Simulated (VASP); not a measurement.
Input of a VASP 6.6.1 run:

INCAR

```
  PREC = Accurate
  ENCUT = 520
  EDIFF = 1E-7
  ISMEAR = 0
  SIGMA = 0.15
  LREAL = F
  LASPH = T
  NELM = 80
  ALGO = Normal
  ISIF = 2
  LWAVE = F
  LCHARG = T
  GGA = PE
  LELF = T
  LVHAR = T
  NBANDS = 18
```

File KPOINTS:

```
Automatic mesh
0
Gamma
  18 18 18
```

File POSCAR:

```
Si2W
1.0
   -1.6351974323      1.6351974323      3.5285925391
    1.6351974323     -1.6351974323      3.5285925391
    1.6351974323      1.6351974323     -3.5285925391
Si W
2 1
Direct
    0.3345726944      0.3345726944      0.0000000000
    0.6654273056      0.6654273056      0.0000000000
    0.0000000000      0.0000000000      0.0000000000
```

Potentials or basis: VASP PAW PBE potentials, release 64 (Si, W_sv).

Launch:

```bash
$ cat potpaw_PBE.64/Si/POTCAR potpaw_PBE.64/W_sv/POTCAR > POTCAR
$ mpirun -np 1 vasp_std > vasp.out
```

Task: Predict the pressure.

Result: 30.4 GPa.

Task: What does it give for the largest force?

Result: 0.137 eV/Å.

Task: Predict the band gap on the k mesh.

Result: Zero (bands 11 and 12 overlap by 0.61 eV).

Forces in eV/Å, atoms in the order of the input:
```
Si   0.000  0.000  0.137
Si   0.000  0.000 -0.137
W    0.000  0.000  0.000
```

Caveat: the cell stands under pressure; spin-orbit coupling is left out, which moves the levels of the heavy elements.
